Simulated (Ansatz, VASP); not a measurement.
Rh in VASP and in Ansatz

```
Rh
1.0
     2.68083    0.00000    0.00000
    -1.34042    2.32167    0.00000
     0.00000    0.00000    4.52981
Rh
2
Direct
  0.66667 0.33333 0.75000
  0.33333 0.66667 0.25000
```

Alike in both runs: task single point; functional PBE; k mesh 30 × 30 × 16; occupations gaussian, width 0.15 eV; no spin polarisation.

|  | VASP | Ansatz |
| --- | --- | --- |
| version | VASP 6.6.1 | Ansatz 0.2.0 |
| potentials or method | VASP PAW PBE potentials, release 64 (Rh_pv), cutoff 520 eV | scalar-relativistic, plane waves, PAW |
| valence electrons in the cell | 30 | 34 |

```tsv
	VASP	Ansatz	Ansatz less VASP
gap on the k mesh at the Fermi level (eV)	none	none	-
pressure (GPa)	0.6	0.5	-0.09
traceless stress, the component that is largest in VASP (GPa)	-7.74	-7.73	+0.010
```

A gap of «none» marks a metal or a gap that the smearing closes. VASP's potentials hold 30 valence electrons a cell and Ansatz's 34, so a difference there can come from the potentials and not from the codes.
